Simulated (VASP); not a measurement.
A run of VASP 6.6.1:

Contents of INCAR:

```
PREC     = Accurate       # precision mode
ENCUT    = 520            # plane-wave cutoff, eV
EDIFF    = 1E-7           # SCF threshold, eV
ISMEAR   = 0              # smearing method
SIGMA    = 0.1            # smearing width, eV
LREAL    = False          # projectors in reciprocal space
LASPH    = True           # aspherical terms in the spheres
NELM     = 100            # most SCF steps
ALGO     = Fast           # electronic algorithm
ISIF     = 2              # what is computed and relaxed
LWAVE    = False          # write WAVECAR
LCHARG   = False          # write CHGCAR
GGA      = PS             # functional
IVDW     = 12             # dispersion correction
NBANDS   = 12             # bands
```

The input KPOINTS:

```
regular mesh
0
Gamma
  2 8 1
```

POSCAR

```
Cu
1.0
   11.5702539529      0.0000000000      0.0000000000
    0.0000000000      2.2382121000      0.0000000000
   -4.5956239420      0.0000000000     21.7433883473
Cu
1
Direct
    0.5000000000      0.5000000000      0.5000000000
```

Potentials or basis: VASP PAW PBE potentials, release 64 (Cu).

Launch:

```sh
$ cat potpaw_PBE.64/Cu/POTCAR > POTCAR
$ mpirun -np 1 vasp_std > vasp.out
```

Hardware: 1 thread of Intel(R) Xeon(R) Platinum 8488C (Sapphire Rapids), with other jobs on the host.

Question: Estimate the wall time of this run.

Answer: It took 3.8 min on 1 thread of Intel(R) Xeon(R) Platinum 8488C (Sapphire Rapids) (shared host), peak memory 0.58 GiB. Counts: scf iterations 26, k points 10.
